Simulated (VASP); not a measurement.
# SiNi2 (P6_3/mmc) in VASP: notebook

Runs on SiNi2. Level: PBEsol. Tasks: single point.

Everything below comes from runs of VASP 6.6.1. Logs are shortened: lines on timing, memory, paths and dates and some standing lists are left out, and cuts for length are marked.

**1. The cell of the first run**

The structure is hexagonal, space group P6_3/mmc (No. 194). Conventional cell: a = 3.946 Å, b = 3.946 Å, c = 4.858 Å, α = 90.00°, β = 90.00°, γ = 120.00°. Si (site symmetry -6m2) has 11 Ni at 2.28 to 2.58 Å within 3.0 Å. Ni (site symmetry -3m) has 8 Ni at 2.43 to 2.58 Å and 6 Si at 2.58 Å within 3.2 Å. Within 3.0 Å of Ni (site symmetry -6m2) lie 5 Si at 2.28 to 2.43 Å and 6 Ni at 2.58 Å.

**2. Single point, PBEsol (biaxial strain in the a-b plane: +2.0 %, then relaxed in part)**

The input, INCAR:

```
PREC = Accurate ; ENCUT = 520
EDIFF = 1E-7 ; ISMEAR = 0
SIGMA = 0.1 ; LREAL = False
LASPH = True ; NELM = 100
ALGO = Fast ; ISIF = 2
LWAVE = False ; LCHARG = False
GGA = PS ; NBANDS = 33
```

The input, KPOINTS:

```
Automatic mesh
0
Gamma
  12 12 8
```

The input, POSCAR:

```
SiNi2
1.0
    3.9458329268      0.0000000000      0.0000000000
   -1.9729164634      3.4171915537      0.0000000000
    0.0000000000      0.0000000000      4.8579814358
Si Ni
2 4
Direct
    0.3333333333      0.6666666667      0.7500000000
    0.6666666667      0.3333333333      0.2500000000
    0.0000000000      0.0000000000      0.0000000000
    0.0000000000      0.0000000000      0.5000000000
    0.3333333333      0.6666666667      0.2500000000
    0.6666666667      0.3333333333      0.7500000000
```

Potentials or basis: VASP PAW PBE potentials, release 64 (Si, Ni).

The run is started by

```console
> cat potpaw_PBE.64/Si/POTCAR potpaw_PBE.64/Ni/POTCAR > POTCAR
> mpirun -np 1 vasp_std > vasp.out
```

OUTCAR:

```text
PREC = Accurate
   ENCUT = 520
   EDIFF = 1E-7
   ISMEAR = 0
   LREAL = False
   LASPH = True
   NELM = 100
   ISIF = 2
   GGA = PS

 ion  position               nearest neighbor table
   1  0.333  0.667  0.750-   6 2.28   6 2.28   6 2.28   5 2.43   5 2.43   3 2.58   4 2.58   4 2.58
                             3 2.58   4 2.58   3 2.58
   2  0.667  0.333  0.250-   5 2.28   5 2.28   5 2.28   6 2.43   6 2.43   3 2.58   4 2.58   3 2.58
                             4 2.58   3 2.58   4 2.58
   3  0.000  0.000  0.000-   4 2.43   4 2.43   1 2.58   5 2.58   6 2.58   2 2.58   2 2.58   6 2.58
                             1 2.58   5 2.58   2 2.58   6 2.58   1 2.58   5 2.58
   4  0.000  0.000  0.500-   3 2.43   3 2.43   1 2.58   5 2.58   6 2.58   2 2.58   2 2.58   6 2.58
                             1 2.58   5 2.58   2 2.58   6 2.58   1 2.58   5 2.58
   5  0.333  0.667  0.250-   2 2.28   2 2.28   2 2.28   1 2.43   1 2.43   3 2.58   4 2.58   4 2.58
                             3 2.58   4 2.58   3 2.58
   6  0.667  0.333  0.750-   1 2.28   1 2.28   1 2.28   2 2.43   2 2.43   3 2.58   4 2.58   3 2.58
                             4 2.58   3 2.58   4 2.58

  LATTYP: Found a hexagonal cell.
 ALAT       =     3.9458329268
 C/A-ratio  =     1.2311675446

  Lattice vectors:

 A1 = (   3.9458329268,   0.0000000000,   0.0000000000)
 A2 = (  -1.9729164634,   3.4171915537,   0.0000000000)
 A3 = (   0.0000000000,   0.0000000000,   4.8579814358)

Analysis of symmetry for initial positions (statically):
=====================================================================
 Subroutine PRICEL returns:
 Original cell was already a primitive cell.

 Routine SETGRP: Setting up the symmetry group for a
 hexagonal supercell.

 Subroutine GETGRP returns: Found 24 space group operations
 (whereof 12 operations were pure point group operations)
 out of a pool of 24 trial point group operations.

The static configuration has the point symmetry D_3d.
 The point group associated with its full space group is D_6h.

Analysis of symmetry for dynamics (positions and initial velocities):
=====================================================================
 Subroutine PRICEL returns:
 Original cell was already a primitive cell.

 Routine SETGRP: Setting up the symmetry group for a
 hexagonal supercell.

 Subroutine GETGRP returns: Found 24 space group operations
 (whereof 12 operations were pure point group operations)
 out of a pool of 24 trial point group operations.

The dynamic configuration has the point symmetry D_3d.
 The point group associated with its full space group is D_6h.

 Subroutine INISYM returns: Found 24 space group operations
 (whereof 12 operations are pure point group operations),
 and found     1 'primitive' translations

----------------------------------------------------------------------------------------

                                     Primitive cell

  volume of cell :      65.5034

  direct lattice vectors                    reciprocal lattice vectors
     3.945832927  0.000000000  0.000000000     0.253431916  0.146318985  0.000000000
    -1.972916463  3.417191554  0.000000000     0.000000000  0.292637970  0.000000000
     0.000000000  0.000000000  4.857981436     0.000000000  0.000000000  0.205846814

  length of vectors
     3.945832927  3.945832927  4.857981436     0.292637970  0.292637970  0.205846814

  position of ions in fractional coordinates (direct lattice)
     0.333333333  0.666666667  0.750000000
     0.666666667  0.333333333  0.250000000
     0.000000000  0.000000000  0.000000000
     0.000000000  0.000000000  0.500000000
     0.333333333  0.666666667  0.250000000
     0.666666667  0.333333333  0.750000000

  ion indices of the primitive-cell ions
   primitive index   ion index
                 1           1
                 2           2
                 3           3
                 4           4
                 5           5
                 6           6

----------------------------------------------------------------------------------------

 KPOINTS: Automatic mesh

Automatic generation of k-mesh.
 Grid dimensions read from file:
 generate k-points for:   12   12    8

 Generating k-lattice:

  Cartesian coordinates                     Fractional coordinates (reciprocal lattice)
     0.021119326  0.012193249  0.000000000     0.083333333 -0.000000000  0.000000000
     0.000000000  0.024386498  0.000000000     0.000000000  0.083333333  0.000000000
     0.000000000  0.000000000  0.025730852     0.000000000  0.000000000  0.125000000

  Length of vectors
     0.024386498  0.024386498  0.025730852

  Shift w.r.t. Gamma in fractional coordinates (k-lattice)
     0.000000000  0.000000000  0.000000000

 Subroutine IBZKPT returns following result:
 ===========================================

 Found     95 irreducible k-points:

 Following reciprocal coordinates:
            Coordinates               Weight
  0.000000  0.000000  0.000000      1.000000
  0.083333  0.000000  0.000000      6.000000
  0.166667  0.000000  0.000000      6.000000
  0.250000  0.000000  0.000000      6.000000
  0.333333  0.000000  0.000000      6.000000
  0.416667  0.000000  0.000000      6.000000
[... 16 lines left out ...]
  0.250000  0.000000  0.125000     12.000000
  0.333333  0.000000  0.125000     12.000000
 [... further k-points ...]
   k-points           NKPTS =     95   k-points in BZ     NKDIM =     95   number of bands    NBANDS=     33
   number of dos      NEDOS =    301   number of ions     NIONS =      6
   total plane-waves  NPLWV =  32400
   dimension x,y,z NGX =    30 NGY =   30 NGZ =   36
   dimension x,y,z NGXF=    60 NGYF=   60 NGZF=   72
   ions per type =               2   4
   NGX,Y,Z   is equivalent  to a cutoff of  12.64, 12.64, 12.32 a.u.
   NGXF,Y,Z  is equivalent  to a cutoff of  25.28, 25.28, 24.64 a.u.
 SYSTEM =  unknown system
   PREC   = accura    normal or accurate (medium, high low for compatibility)
   ISTART =      0    job   : 0-new  1-cont  2-samecut
   ICHARG =      2    charge: 1-file 2-atom 10-const
   ISPIN  =      1    spin polarized calculation?
   LNONCOLLINEAR =      F non collinear calculations
   LSORBIT =      F    spin-orbit coupling
   LASPH  =      T    aspherical Exc in radial PAW
   ENCUT  =  520.0 eV  38.22 Ry    6.18 a.u.   7.34  7.34  9.03*2*pi/ulx,y,z
   NELM   =    100;   NELMIN=  2; NELMDL= -5     # of ELM steps
   EDIFF  = 0.1E-06   stopping-criterion for ELM
   LREAL  =      F    real-space projection
   EDIFFG = 0.1E-05   stopping-criterion for IOM
   NSW    =      0    number of steps for IOM
   IBRION =     -1    ionic relax: 0-MD 1-quasi-New 2-CG
   NFREE  =      0    steps in history (QN), initial steepest desc. (CG)
   ISIF   =      2    stress and relaxation
   ISYM   =      2    0-nonsym 1-usesym 2-fastsym
   POTIM  = 0.5000    time-step for ionic-motion
   TEBEG  =    0.0;   TEEND  =   0.0 temperature during run
   PSTRESS=    0.0 pullay stress
   NELECT =      48.0000    total number of electrons
   NUPDOWN=      -1.0000    fix difference up-down
   EMIN   =  10.00;   EMAX   =-10.00  energy-range for DOS
   EFERMI =   0.00;   METHOD = LEGACY
   ISMEAR =     0;   SIGMA  =   0.10  broadening in eV -4-tet -1-fermi 0-gaus
   EFERMI_NEDOS =   21; number of points for ismear=-14 and -15
   IALGO  =     68    algorithm
   IMIX   =      4    mixing-type and parameters
     AMIX     =   0.40;   BMIX     =  1.00
     AMIX_MAG =   1.60;   BMIX_MAG =  1.00
  volume/ion in A,a.u.               =      10.92        73.67
  Fermi-wavevector in a.u.,A,eV,Ry     =   1.475935  2.789113 29.638723  2.178385
  Thomas-Fermi vector in A             =   2.590524
   LORBIT       =      0    0 simple, 1 ext, 2 COOP (PROOUT), +10 PAW based schemes
   GGA     = PS    functional components
   LHFCALC =     F    Hartree Fock is set to
   AEXX    =    0.0000 exact exchange contribution
   IVDW    =     0    specifies the selected vdW correction
   LEPSILON=     F    determine dielectric tensor
   LRPA    =     F    only Hartree local field effects (RPA)
 non-spin polarized calculation
 RMM-DIIS sequential band-by-band and
 Gauss-broadening in eV      SIGMA  =   0.10
  energy-cutoff  :      520.00
  volume of cell :       65.50
 maximum number of plane-waves:      1794
 NGX is ok and might be reduce to    30
   NGX = 15   NGY = 15   NGZ = 19

 number of electron      48.0000033 magnetization

 Free energy of the ion-electron system (eV)
  ---------------------------------------------------
  ext. energy  EPLUGINS =         0.00000000
  ---------------------------------------------------
  free energy    TOTEN  =       -39.48649398 eV

  energy without entropy =      -39.46870439  energy(sigma->0) =      -39.47759919

 E-fermi :  10.9914     XC(G=0): -13.0722

 val. band max:       10.9765831867   @ k =   0.2500   0.1667   0.1250
 cond. band min:      10.9923992744   @ k =   0.1667   0.0833   0.0000
 fundamental gap:      0.0158160877
 Fermi energy:        10.9913833836

 k-point     1 :       0.0000    0.0000    0.0000
  band No.  band energies     occupation
      1      -1.5949      2.00000
      2       2.9959      2.00000
      3       4.6901      2.00000
      4       5.9605      2.00000
      5       5.9605      2.00000
      6       7.1231      2.00000
[... 25 lines left out ...]
     32      16.2036      0.00000
     33      19.2956      0.00000

 k-point     2 :       0.0833    0.0000    0.0000
  band No.  band energies     occupation
      1      -1.5079      2.00000
      2       3.0007      2.00000
      3       4.7505      2.00000
      4       5.9485      2.00000
      5       6.0042      2.00000
      6       6.7745      2.00000
[... 25 lines left out ...]
     32      16.7240      0.00000
     33      18.7040      0.00000
[... 754 lines left out ...]
     32      17.4999      0.00000
     33      18.5429      0.00000

 k-point    24 :       0.3333    0.0000    0.1250
  band No.  band energies     occupation
      1      -0.1734      2.00000
      2       2.5941      2.00000
      3       4.5225      2.00000
      4       5.4866      2.00000
      5       6.5944      2.00000
      6       6.6128      2.00000
[... 25 lines left out ...]
     32      18.2199      0.00000
     33      19.0176      0.00000

 [... further k-points ...]

------------------------ aborting loop because EDIFF is reached ----------------------------------------

  FORCE on cell =-STRESS in cart. coord.  units (eV):
  Direction    XX          YY          ZZ          XY          YZ          ZX
  --------------------------------------------------------------------------------------
  -------------------------------------------------------------------------------------
  Total       -3.7775253     -3.7775253      0.0282031      0.0000000     -0.0000000      0.0000000
  in kB      -92.3961965    -92.3961965      0.6898320      0.0000000     -0.0000000      0.0000000
  external PRESSURE =     -61.3675204 kB  Pullay stress =       0.0000000 kB

 VOLUME and BASIS-vectors are now :
 -----------------------------------------------------------------------------
  energy-cutoff  :      520.00
  volume of cell :       65.50
      direct lattice vectors                 reciprocal lattice vectors
     3.945832927  0.000000000  0.000000000     0.253431916  0.146318985  0.000000000
    -1.972916463  3.417191554  0.000000000     0.000000000  0.292637970  0.000000000
     0.000000000  0.000000000  4.857981436     0.000000000  0.000000000  0.205846814

 POSITION                                       TOTAL-FORCE (eV/Angst)
 -----------------------------------------------------------------------------------
     -0.00000      2.27813      3.64349        -0.000000      0.000000      0.000000
      1.97292      1.13906      1.21450        -0.000000     -0.000000      0.000000
      0.00000      0.00000      0.00000         0.000000      0.000000      0.000000
      0.00000      0.00000      2.42899         0.000000      0.000000      0.000000
     -0.00000      2.27813      1.21450         0.000000      0.000000      0.000000
      1.97292      1.13906      3.64349         0.000000     -0.000000     -0.000000
 -----------------------------------------------------------------------------------
    total drift:                                0.000000     -0.000000      0.000000

  FREE ENERGIE OF THE ION-ELECTRON SYSTEM (eV)
  ---------------------------------------------------
  free  energy   TOTEN  =       -39.4864939845 eV

  energy  without entropy=      -39.4687043943  energy(sigma->0) =      -39.47759919
```

It took 3.3 min on 1 thread of Intel Xeon Platinum 8488C (Sapphire Rapids), shared host; peak memory 0.29 GiB.

What came out:

```yaml
Free_energy: -39.4865 eV
Pressure: -6.1 GPa
Band_gap_on_the_k_mesh: zero (bands 24 and 25 overlap by 2.99 eV)
```

Stress tensor (GPa, compression positive):
```
-9.24  0.00  0.00
 0.00 -9.24  0.00
 0.00  0.00  0.07
```

Caveat: the cell differs from its parent crystal (biaxial strain in the a-b plane: +2.0 %, then relaxed in part); the cell stands under tension; the PAW data sets were made with another functional, which shifts forces and pressure a little. Spin polarisation is off, so any magnetic state and its effect on volume and gap are missing.

(Part 1 of 2 ends here.)
